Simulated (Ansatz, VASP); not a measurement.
**C in VASP and in Ansatz**

INCAR

```
ALGO = Normal
EDIFF = 1E-7
EDIFFG = -0.01
ENCUT = 910
GGA = RE
GGA_COMPAT = F
IBRION = 2
ISIF = 3
ISMEAR = -1
LASPH = T
LCHARG = F
LREAL = F
LWAVE = F
NELM = 120
NELMIN = 4
NSW = 60
PREC = Accurate
SIGMA = 0.05
```

File KPOINTS:

```
k-points
0
Gamma
  13 13 8
```

The input POSCAR:

```
C
1.0
    2.1273203072     -1.2282824400      0.0000000000
    2.1273203072      1.2282824400      0.0000000000
   -1.3790696309      0.0000000000      3.5028300786
C
2
Direct
    0.1666444700      0.1666444700      0.9999069600
    0.8333555300      0.8333555300      0.0000930400
```

input.yaml

```yaml
crystal:
  lattice:
    - [2.1273203072, -1.22828244, 0.0]
    - [2.1273203072, 1.22828244, 0.0]
    - [-1.3790696309, 0.0, 3.5028300786]
  atoms:
    - { symbol: C, position: [0.16664447, 0.16664447, 0.99990696] }
    - { symbol: C, position: [0.83335553, 0.83335553, 9.304e-05] }
hamiltonian:
  xc: revpbe
  pseudopotentials: { kind: paw }
kpoints:
  mp_grid: { grid: [13, 13, 8] }
scf:
  occupations: { method: fermi_dirac, width: 0.05 }
output:
  forces: true
  stress: true
  eigenvalues: true
  write_density: true
  write_potential: true
  elf: true
  volumetric_format: npy
relax:
  f_tol: 0.01
  max_steps: 40
  cell: { stress_tol: 0.05 }
```

Alike in both runs: task relaxation of cell and atoms; functional revPBE; k mesh 13 × 13 × 8; occupations fermi-dirac, width 0.05 eV; no spin polarisation.

|  | VASP | Ansatz |
| --- | --- | --- |
| version | VASP 6.6.1 | Ansatz 0.2.0 |
| potentials or method | VASP PAW PBE potentials, release 64 (C_h) | Ansatz PAW |
| plane-wave cutoff (eV) | 910 | 420 |
| valence electrons in the cell | 8 | 8 |

|  | VASP | Ansatz | Ansatz less VASP |
| --- | --- | --- | --- |
| gap on the k mesh at the Fermi level, each at its own relaxed structure (eV) | 1.24 | 1.49 | +0.255 |
| relaxed volume (Å³/atom) | 10.38 | 13.60 | +3.221 |
| relaxed cell length with the largest relative difference (Å) | 4.163 | 5.319 | +1.1557 |

VASP's potentials were made for PBE, not for revPBE. One of these differences is far larger than is usual between the two programs; its cause wasn't traced.

Noted on VASP's run: the cutoff is short for stress, so the pressure is rough. Noted on Ansatz's run: the volume moved by over 15 % at a fixed basis, so the end points are rough; odd divisions of the mesh miss points on the zone boundary, where band edges often lie, so the gap on the mesh can be too wide; the plane-wave basis is chosen anew once the cell has moved, so the energies of steps on either side of that aren't comparable.
